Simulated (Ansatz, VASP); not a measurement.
# One calculation of NaCl, two programs

```
Na Cl
1.0
     0.00000    2.84497    2.87148
     2.91608   -0.02832    2.89980
     2.91608    2.87329   -0.02832
Na Cl
1 1
Direct
  0.00991 0.98877 0.01123
  0.49009 0.51123 0.48877
```

Alike in both runs: task single point; functional PBE; k mesh 8 × 8 × 8; occupations gaussian, width 0.02 eV; no spin polarisation.

|  | VASP | Ansatz |
| --- | --- | --- |
| version | VASP 6.6.1 | Ansatz 0.2.0 |
| potentials or method | VASP PAW PBE potentials, release 64 (Na_pv, Cl), cutoff 520 eV | scalar-relativistic, plane waves, PAW |
| valence electrons in the cell | 14 | 16 |

```tsv
	VASP	Ansatz	Ansatz less VASP
gap on the k mesh at the Fermi level (eV)	4.79	4.79	0.000
least direct gap on the mesh (eV)	4.79	4.79	0.000
pressure (GPa)	-1.0	-0.9	+0.03
traceless stress, the component that is largest in VASP (GPa)	0.51	0.51	-0.005
rms of the force components (eV/Å)	0.078	0.077	-0.0008
```

Atom by atom the forces differ by 0.001 eV/Å (rms over components). VASP's potentials hold 14 valence electrons a cell and Ansatz's 16, so a difference there can come from the potentials and not from the codes.
